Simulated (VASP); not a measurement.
# AlCo (Pm-3m) in VASP: settings compared

Aim: see how the results for AlCo move with the level of theory and the settings. Levels: revPBE+D3(BJ), PBEsol, PBE+D3(BJ), RPBE. Tasks: single point.

Everything below comes from runs of VASP 6.6.1. Logs are shortened: lines on timing, memory, paths and dates and some standing lists are left out, and cuts for length are marked.

## 1. The cell of the first run

The structure is cubic, space group Pm-3m (No. 221). The conventional cell has a = 2.805 Å, b = 2.805 Å, c = 2.805 Å, α = 90.00°, β = 90.00°, γ = 90.00°. Within 3.2 Å of Al (site symmetry m-3m) lie 8 Co at 2.43 Å and 6 Al at 2.80 Å. Co (site symmetry m-3m) has 8 Al at 2.43 Å and 6 Co at 2.80 Å within 3.2 Å.

## 2. Single point, revPBE+D3(BJ), collinear spin, ferromagnetic start

The input, INCAR:

```
  PREC = Accurate
  ENCUT = 520
  EDIFF = 1E-7
  ISMEAR = -1
  SIGMA = 0.05
  LREAL = False
  LASPH = True
  NELM = 150
  ALGO = Normal
  ISIF = 2
  LWAVE = False
  LCHARG = False
  ISPIN = 2
  MAGMOM = 0 2.5
  LORBIT = 11
  LMAXMIX = 4
  GGA = RE
  IVDW = 12
  NBANDS = 17
```

The input, KPOINTS:

```
Automatic mesh
0
Gamma
  10 10 10
```

The input, POSCAR:

```
AlCo
1.0
    2.8046594789      0.0000000000      0.0000000000
    0.0000000000      2.8046594789      0.0000000000
    0.0000000000      0.0000000000      2.8046594789
Al Co
1 1
Direct
    0.0000000000      0.0000000000      0.0000000000
    0.5000000000      0.5000000000      0.5000000000
```

Potentials or basis: VASP PAW PBE potentials, release 64 (Al, Co).

Launch:

```console
$ cat potpaw_PBE.64/Al/POTCAR potpaw_PBE.64/Co/POTCAR > POTCAR
$ mpirun -np 1 vasp_std > vasp.out
```

OUTCAR:

```text
PREC = Accurate
   ENCUT = 520
   EDIFF = 1E-7
   ISMEAR = -1
   LREAL = False
   LASPH = True
   NELM = 150
   ISIF = 2
   ISPIN = 2
   LORBIT = 11
   GGA = RE
   IVDW = 12
 IVDW          = 12

 ion  position               nearest neighbor table
   1  0.000  0.000  0.000-   2 2.43   2 2.43   2 2.43   2 2.43   2 2.43   2 2.43   2 2.43   2 2.43

   2  0.500  0.500  0.500-   1 2.43   1 2.43   1 2.43   1 2.43   1 2.43   1 2.43   1 2.43   1 2.43

  LATTYP: Found a simple cubic cell.
 ALAT       =     2.8046594789

  Lattice vectors:

 A1 = (   2.8046594789,   0.0000000000,   0.0000000000)
 A2 = (   0.0000000000,   2.8046594789,   0.0000000000)
 A3 = (   0.0000000000,   0.0000000000,   2.8046594789)

Analysis of symmetry for initial positions (statically):
=====================================================================
 Subroutine PRICEL returns:
 Original cell was already a primitive cell.

 Routine SETGRP: Setting up the symmetry group for a
 simple cubic supercell.

 Subroutine GETGRP returns: Found 48 space group operations
 (whereof 48 operations were pure point group operations)
 out of a pool of 48 trial point group operations.

The static configuration has the point symmetry O_h .

Analysis of symmetry for dynamics (positions and initial velocities):
=====================================================================
 Subroutine PRICEL returns:
 Original cell was already a primitive cell.

 Routine SETGRP: Setting up the symmetry group for a
 simple cubic supercell.

 Subroutine GETGRP returns: Found 48 space group operations
 (whereof 48 operations were pure point group operations)
 out of a pool of 48 trial point group operations.

The dynamic configuration has the point symmetry O_h .

Analysis of structural, dynamic, and magnetic symmetry:
=====================================================================
 Subroutine PRICEL returns:
 Original cell was already a primitive cell.

 Routine SETGRP: Setting up the symmetry group for a
 simple cubic supercell.

 Subroutine GETGRP returns: Found 48 space group operations
 (whereof 48 operations were pure point group operations)
 out of a pool of 48 trial point group operations.

The overall configuration has the point symmetry O_h .

 Subroutine INISYM returns: Found 48 space group operations
 (whereof 48 operations are pure point group operations),
 and found     1 'primitive' translations

----------------------------------------------------------------------------------------

                                     Primitive cell

  volume of cell :      22.0618

  direct lattice vectors                    reciprocal lattice vectors
     2.804659479  0.000000000  0.000000000     0.356549523  0.000000000  0.000000000
     0.000000000  2.804659479  0.000000000     0.000000000  0.356549523  0.000000000
     0.000000000  0.000000000  2.804659479     0.000000000  0.000000000  0.356549523

  length of vectors
     2.804659479  2.804659479  2.804659479     0.356549523  0.356549523  0.356549523

  position of ions in fractional coordinates (direct lattice)
     0.000000000  0.000000000  0.000000000
     0.500000000  0.500000000  0.500000000

  ion indices of the primitive-cell ions
   primitive index   ion index
                 1           1
                 2           2

----------------------------------------------------------------------------------------

 KPOINTS: Automatic mesh

Automatic generation of k-mesh.
 Grid dimensions read from file:
 generate k-points for:   10   10   10

 Generating k-lattice:

  Cartesian coordinates                     Fractional coordinates (reciprocal lattice)
     0.035654952  0.000000000  0.000000000     0.100000000  0.000000000  0.000000000
     0.000000000  0.035654952  0.000000000     0.000000000  0.100000000  0.000000000
     0.000000000  0.000000000  0.035654952     0.000000000  0.000000000  0.100000000

  Length of vectors
     0.035654952  0.035654952  0.035654952

  Shift w.r.t. Gamma in fractional coordinates (k-lattice)
     0.000000000  0.000000000  0.000000000

[... 55 lines left out ...]
     16      33.6809      0.00000
     17      35.3507      0.00000

 k-point    24 :       0.3000    0.1000    0.1000
  band No.  band energies     occupation
      1       2.0011      1.00000
      2       7.4747      1.00000
      3       8.5583      1.00000
      4       9.6172      1.00000
      5       9.7229      1.00000
      6      10.2878      1.00000
[... 9 lines left out ...]
     16      33.0373      0.00000
     17      34.0421      0.00000

 [... further k-points ...]

 spin component 2

 k-point     1 :       0.0000    0.0000    0.0000
  band No.  band energies     occupation
      1      -0.0825      1.00000
      2       8.1339      1.00000
      3       8.1339      1.00000
      4      10.4063      1.00000
      5      10.4063      1.00000
      6      10.4063      1.00000
[... 9 lines left out ...]
     16      35.4212      0.00000
     17      35.4212      0.00000

 k-point     2 :       0.1000    0.0000    0.0000
  band No.  band energies     occupation
      1       0.1136      1.00000
      2       8.1134      1.00000
      3       8.1899      1.00000
      4      10.3010      1.00000
      5      10.3010      1.00000
      6      10.4177      1.00000
[... 9 lines left out ...]
     16      33.5281      0.00000
     17      36.1783      0.00000

 k-point     3 :       0.2000    0.0000    0.0000
  band No.  band energies     occupation
      1       0.6946      1.00000
      2       7.9405      1.00000
      3       8.3411      1.00000
      4      10.0462      1.00000
      5      10.0462      1.00000
      6      10.4475      1.00000
[... 392 lines left out ...]
 k-point    23 :       0.2000    0.1000    0.1000
  band No.  band energies     occupation
      1       1.0739      1.00000
      2       8.0780      1.00000
      3       8.3521      1.00000
      4       9.9098      1.00000
      5       9.9388      1.00000
      6      10.2440      1.00000
[... 9 lines left out ...]
     16      33.6809      0.00000
     17      35.3507      0.00000

 k-point    24 :       0.3000    0.1000    0.1000
  band No.  band energies     occupation
      1       2.0011      1.00000
      2       7.4748      1.00000
      3       8.5583      1.00000
      4       9.6172      1.00000
      5       9.7229      1.00000
      6      10.2878      1.00000
[... 9 lines left out ...]
     16      33.0373      0.00000
     17      34.0421      0.00000

 [... further k-points ...]

------------------------ aborting loop because EDIFF is reached ----------------------------------------

 Edisp (eV)   -1.74628

 E8    (eV) :    -1.2341

  FORCE on cell =-STRESS in cart. coord.  units (eV):
  Direction    XX          YY          ZZ          XY          YZ          ZX
  --------------------------------------------------------------------------------------
  -------------------------------------------------------------------------------------
  Total      -0.03462    -0.03462    -0.03462    -0.00000    -0.00000     0.00000
  in kB      -2.51415    -2.51415    -2.51415    -0.00000    -0.00000     0.00000
  external pressure =       -2.51 kB  Pullay stress =        0.00 kB

 VOLUME and BASIS-vectors are now :
 -----------------------------------------------------------------------------
  energy-cutoff  :      520.00
  volume of cell :       22.06
      direct lattice vectors                 reciprocal lattice vectors
     2.804659479  0.000000000  0.000000000     0.356549523  0.000000000  0.000000000
     0.000000000  2.804659479  0.000000000     0.000000000  0.356549523  0.000000000
     0.000000000  0.000000000  2.804659479     0.000000000  0.000000000  0.356549523

 POSITION                                       TOTAL-FORCE (eV/Angst)
 -----------------------------------------------------------------------------------
      0.00000      0.00000      0.00000         0.000000      0.000000      0.000000
      1.40233      1.40233      1.40233         0.000000      0.000000      0.000000
 -----------------------------------------------------------------------------------
    total drift:                                0.000000     -0.000000     -0.000000

  FREE ENERGIE OF THE ION-ELECTRON SYSTEM (eV)
  ---------------------------------------------------
  free  energy   TOTEN  =       -13.0358376461 eV

  energy  without entropy=      -13.0304312133  energy(sigma->0) =      -13.03313443

 total charge

# of ion       s       p       d       tot
------------------------------------------
    1        0.403   0.451   0.000   0.854
    2        0.454   0.552   7.538   8.544
--------------------------------------------------
tot          0.857   1.003   7.538   9.398

 magnetization (x)

# of ion       s       p       d       tot
------------------------------------------
    1       -0.000  -0.000   0.000  -0.000
    2        0.000  -0.000   0.000   0.000
--------------------------------------------------
tot         -0.000  -0.000   0.000   0.000
```

It took 14 s on 1 thread of Intel Xeon 6975P-C (Granite Rapids), shared host; peak memory 0.18 GiB.

Results:

```
Free energy                                           : -13.0358 eV
Pressure                                              : -0.3 GPa
Band gap on the k mesh                                : zero (filled and empty bands overlap)
Net moment                                            : 0.00 μB per cell
Valence electrons inside the program's atomic spheres : Al 0.85; Co 8.54
Dispersion energy per atom                            : -0.873 eV
```

Caveat: the starting moments collapsed, and a magnetic state may lie lower; the PAW data sets were made with another functional, which shifts forces and pressure a little; pairwise dispersion overbinds metals, which lowers pressure and volume.

## 3. Single point, PBEsol, collinear spin, ferromagnetic start

This run uses another cell than the first one, of 11.24 Å³/atom, 1.019 times its volume.

The input, INCAR:

```
ALGO     = Normal         # electronic algorithm
EDIFF    = 1E-6           # SCF threshold, eV
ENCUT    = 520            # plane-wave cutoff, eV
GGA      = PS             # functional
ISIF     = 2              # what is computed and relaxed
ISMEAR   = -1             # smearing method
ISPIN    = 2              # spin polarisation
LASPH    = True           # aspherical terms in the spheres
LCHARG   = False          # write CHGCAR
LMAXMIX  = 4              # l up to which the mixer works
LORBIT   = 11             # projections on sites
LREAL    = False          # projectors in reciprocal space
LWAVE    = False          # write WAVECAR
MAGMOM   = 0 2.5          # initial moments
NBANDS   = 17             # bands
NELM     = 150            # most SCF steps
PREC     = Accurate       # precision mode
SIGMA    = 0.05           # smearing width, eV
```

The input, KPOINTS:

```
k-points
0
Gamma
  10 10 10
```

The input, POSCAR:

```
AlCo
1.0
    2.8224446841      0.0000000000      0.0000000000
    0.0000000000      2.8224446841      0.0000000000
    0.0000000000      0.0000000000      2.8224446841
Al Co
1 1
Direct
    0.0000000000      0.0000000000      0.0000000000
    0.5000000000      0.5000000000      0.5000000000
```

Potentials or basis: VASP PAW PBE potentials, release 64 (Al, Co).

Launch:

```console
$ cat potpaw_PBE.64/Al/POTCAR potpaw_PBE.64/Co/POTCAR > POTCAR
$ mpirun -np 1 vasp_std > vasp.out
```

Run time: 13 s. Hardware: 1 thread of Intel Xeon 6975P-C (Granite Rapids), shared host; peak memory 0.17 GiB.

It converged, with:

```yaml
Free_energy: -13.0861 eV
Pressure: 0.1 GPa
Band_gap_on_the_k_mesh: zero (filled and empty bands overlap)
Net_moment: 0.00 μB per cell
Valence_electrons_inside_the_program's_atomic_spheres: Al 0.84; Co 8.51
```

Levels at points of the mesh, in eV from the Fermi level:
Spin up:
| k point | band 2 | band 3 | band 4 | band 5 | band 6 | band 7 | band 8 | band 9 | band 10 | band 11 |
| --- | --- | --- | --- | --- | --- | --- | --- | --- | --- | --- |
| (0.00, 0.00, 0.00) | -3.10 | -3.10 | -0.83 | -0.83 | -0.83 | 6.14 | 6.14 | 6.14 | 8.90 | 8.90 |
| (0.50, 0.00, 0.00) | -6.76 | -2.48 | -1.75 | -1.75 | -0.72 | 0.19 | 8.48 | 10.77 | 10.77 | 12.00 |
| (0.50, 0.50, 0.00) | -3.18 | -2.71 | -2.71 | -1.53 | -1.53 | -0.25 | 2.51 | 3.69 | 13.12 | 16.11 |
| (0.50, 0.50, 0.50) | -4.04 | -4.04 | -0.21 | -0.21 | 2.39 | 2.39 | 2.39 | 4.44 | 5.55 | 5.55 |
Spin down:
```tsv
k point	band 2	band 3	band 4	band 5	band 6	band 7	band 8	band 9	band 10	band 11
(0.00, 0.00, 0.00)	-3.10	-3.10	-0.83	-0.83	-0.83	6.14	6.14	6.14	8.90	8.90
(0.50, 0.00, 0.00)	-6.76	-2.48	-1.75	-1.75	-0.72	0.20	8.48	10.77	10.77	12.00
(0.50, 0.50, 0.00)	-3.18	-2.71	-2.71	-1.53	-1.53	-0.25	2.51	3.69	13.12	16.11
(0.50, 0.50, 0.50)	-4.04	-4.04	-0.21	-0.21	2.39	2.39	2.39	4.44	5.55	5.55
```

Caveat: the starting moments collapsed, and a magnetic state may lie lower; the PAW data sets were made with another functional, which shifts forces and pressure a little.

## 4. Single point, PBE+D3(BJ), collinear spin, ferromagnetic start

This run uses another cell than the first one, of 11.20 Å³/atom, 1.016 times its volume.

The input, INCAR:

```
SYSTEM = AlCo
ALGO     = Normal         ! electronic algorithm
EDIFF    = 1E-6           ! SCF threshold, eV
ENCUT    = 520            ! plane-wave cutoff, eV
GGA      = PE             ! functional
ISIF     = 2              ! what is computed and relaxed
ISMEAR   = -1             ! smearing method
ISPIN    = 2              ! spin polarisation
IVDW     = 12             ! dispersion correction
LASPH    = .TRUE.         ! aspherical terms in the spheres
LCHARG   = .FALSE.        ! write CHGCAR
LMAXMIX  = 4              ! l up to which the mixer works
LORBIT   = 11             ! projections on sites
LREAL    = .FALSE.        ! projectors in reciprocal space
LWAVE    = .FALSE.        ! write WAVECAR
MAGMOM   = 0 2.5          ! initial moments
NBANDS   = 17             ! bands
NELM     = 150            ! most SCF steps
PREC     = Accurate       ! precision mode
SIGMA    = 0.05           ! smearing width, eV
```

The input, KPOINTS:

```
k-points
0
G
  10 10 10
  0 0 0
```

The input, POSCAR:

```
AlCo
1.0
    2.8192442054      0.0000000000      0.0000000000
    0.0000000000      2.8192442054      0.0000000000
    0.0000000000      0.0000000000      2.8192442054
Al Co
1 1
Direct
    0.0000000000      0.0000000000      0.0000000000
    0.5000000000      0.5000000000      0.5000000000
```

Launch:

```console
$ cat potpaw_PBE.64/Al/POTCAR potpaw_PBE.64/Co/POTCAR > POTCAR
$ mpirun -np 1 vasp_std > vasp.out
```

It took 14 s on 1 thread of Intel Xeon 6975P-C (Granite Rapids), shared host; peak memory 0.18 GiB.

Results (log left out):

* Free energy: -12.8764 eV
* Pressure: 0.0 GPa
* Band gap on the k mesh: zero (filled and empty bands overlap)
* Net moment: 0.00 μB per cell
* Valence electrons inside the program's atomic spheres: Al 0.84; Co 8.51
* Dispersion energy per atom: -0.449 eV

Levels at points of the mesh, in eV from the Fermi level:
Spin up:
| k point | band 4 | band 5 | band 6 | band 7 | band 8 | band 9 |
| --- | --- | --- | --- | --- | --- | --- |
| (0.00, 0.00, 0.00) | -0.88 | -0.88 | -0.88 | 6.14 | 6.14 | 6.14 |
| (0.50, 0.00, 0.00) | -1.79 | -1.79 | -0.76 | 0.20 | 8.45 | 10.81 |
| (0.50, 0.50, 0.00) | -2.73 | -1.58 | -1.58 | -0.24 | 2.53 | 3.65 |
| (0.50, 0.50, 0.50) | -0.21 | -0.21 | 2.40 | 2.40 | 2.40 | 4.43 |
Spin down:
| k point | band 3 | band 4 | band 5 | band 6 | band 7 | band 8 | band 9 | band 10 |
| --- | --- | --- | --- | --- | --- | --- | --- | --- |
| (0.00, 0.00, 0.00) | -3.10 | -0.88 | -0.88 | -0.88 | 6.15 | 6.15 | 6.15 | 8.88 |
| (0.50, 0.00, 0.00) | -2.48 | -1.78 | -1.78 | -0.76 | 0.20 | 8.45 | 10.81 | 10.81 |
| (0.50, 0.50, 0.00) | -2.73 | -2.73 | -1.57 | -1.57 | -0.24 | 2.53 | 3.65 | 13.14 |
| (0.50, 0.50, 0.50) | -4.08 | -0.20 | -0.20 | 2.40 | 2.40 | 2.40 | 4.43 | 5.51 |

Caveat: the starting moments collapsed, and a magnetic state may lie lower; pairwise dispersion overbinds metals, which lowers pressure and volume.

## 5. Single point, RPBE, collinear spin, ferromagnetic start

This run uses another cell than the first one, of 11.87 Å³/atom, 1.076 times its volume.

The input, INCAR:

```
SYSTEM = AlCo
ALGO = Normal
EDIFF = 1E-6
ENCUT = 520
GGA = RP
ISIF = 2
ISMEAR = -1
ISPIN = 2
LASPH = .TRUE.
LCHARG = .FALSE.
LMAXMIX = 4
LORBIT = 11
LREAL = .FALSE.
LWAVE = .FALSE.
MAGMOM = 0 2.5
NBANDS = 17
NELM = 150
PREC = Accurate
SIGMA = 0.05
```

KPOINTS is that of step 4.

The input, POSCAR:

```
AlCo
1.0
    2.8738222332      0.0000000000      0.0000000000
    0.0000000000      2.8738222332      0.0000000000
    0.0000000000      0.0000000000      2.8738222332
Al Co
1 1
Direct
    0.0000000000      0.0000000000      0.0000000000
    0.5000000000      0.5000000000      0.5000000000
```

Launch:

```console
$ cat potpaw_PBE.64/Al/POTCAR potpaw_PBE.64/Co/POTCAR > POTCAR
$ mpirun -np 1 vasp_std > vasp.out
```

Run time: 17 s. Hardware: 1 thread of Intel Xeon 6975P-C (Granite Rapids), shared host; peak memory 0.17 GiB.

It converged, with:

```
Free energy                                           : -11.1756 eV
Pressure                                              : -0.2 GPa
Band gap on the k mesh                                : zero (filled and empty bands overlap)
Net moment                                            : 0.00 μB per cell
Valence electrons inside the program's atomic spheres : Al 0.81; Co 8.40
```

Levels at points of the mesh, in eV from the Fermi level:
Spin up:
```csv
k point,band 4,band 5,band 6,band 7,band 8,band 9
"(0.00, 0.00, 0.00)",-0.81,-0.81,-0.81,5.88,5.88,5.88
"(0.50, 0.00, 0.00)",-1.65,-1.65,-0.71,0.18,8.33,10.48
"(0.50, 0.50, 0.00)",-2.62,-1.45,-1.45,-0.22,2.37,3.33
"(0.50, 0.50, 0.50)",-0.18,-0.18,2.38,2.38,2.38,4.00
```
Spin down:
```tsv
k point	band 2	band 3	band 4	band 5	band 6	band 7	band 8	band 9	band 10	band 11
(0.00, 0.00, 0.00)	-2.84	-2.84	-0.81	-0.81	-0.81	5.88	5.88	5.88	8.60	8.60
(0.50, 0.00, 0.00)	-6.49	-2.27	-1.65	-1.65	-0.71	0.18	8.33	10.48	10.48	11.43
(0.50, 0.50, 0.00)	-2.94	-2.62	-2.62	-1.45	-1.45	-0.22	2.37	3.33	12.56	15.61
(0.50, 0.50, 0.50)	-3.82	-3.82	-0.18	-0.18	2.38	2.38	2.38	4.00	5.18	5.18
```

Caveat: the starting moments collapsed, and a magnetic state may lie lower; the PAW data sets were made with another functional, which shifts forces and pressure a little.
